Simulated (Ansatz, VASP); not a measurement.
KF: VASP beside Ansatz

The input INCAR:

```
SYSTEM = KF
PREC = Accurate
ENCUT = 520
EDIFF = 1E-6
ISMEAR = 0
SIGMA = 0.01
LREAL = .FALSE.
LASPH = .TRUE.
NELM = 100
ALGO = Normal
ISIF = 2
LWAVE = .FALSE.
LCHARG = .FALSE.
GGA = PE
NBANDS = 15
```

The input KPOINTS:

```
Automatic mesh
0
G
  6 6 6
  0 0 0
```

The input POSCAR:

```
KF
1.0
    0.0000000000      2.9140966530      2.9140966530
    2.9140966530      0.0000000000      2.9140966530
    2.9140966530      2.9140966530      0.0000000000
K F
1 1
Direct
    0.0000000000      0.0000000000      0.0000000000
    0.2500000000      0.2500000000      0.2500000000
```

Input for Ansatz:

```yaml
crystal:
  lattice:
    - [0.0, 2.914096653, 2.914096653]
    - [2.914096653, 0.0, 2.914096653]
    - [2.914096653, 2.914096653, 0.0]
  atoms:
    - { symbol: K, position: [0.0, 0.0, 0.0] }
    - { symbol: F, position: [0.25, 0.25, 0.25] }
kpoints:
  mp_grid: { grid: [6, 6, 6] }
hamiltonian:
  xc: pbe
scf:
  occupations: { method: fixed }
  n_extra_bands: 4
output:
  forces: true
  stress: true
  eigenvalues: true
```

Alike in both runs: task single point; functional PBE; k mesh 6 × 6 × 6; no spin polarisation.

```csv
,VASP,Ansatz
version,VASP 6.6.1,Ansatz 0.2.0
potentials or method,"VASP PAW PBE potentials, release 64 (K_sv, F)","plane waves, PAW"
plane-wave cutoff (eV),520,420
occupations,"gaussian, width 0.01 eV",fixed
valence electrons in the cell,16,16
```

Ansatz gave:

- gap on the k mesh at the Fermi level (eV): 5.23
- pressure (GPa): 1.5

Q: Estimate VASP's values.

A: gap on the k mesh at the Fermi level (eV): 5.22; pressure (GPa): 1.5.
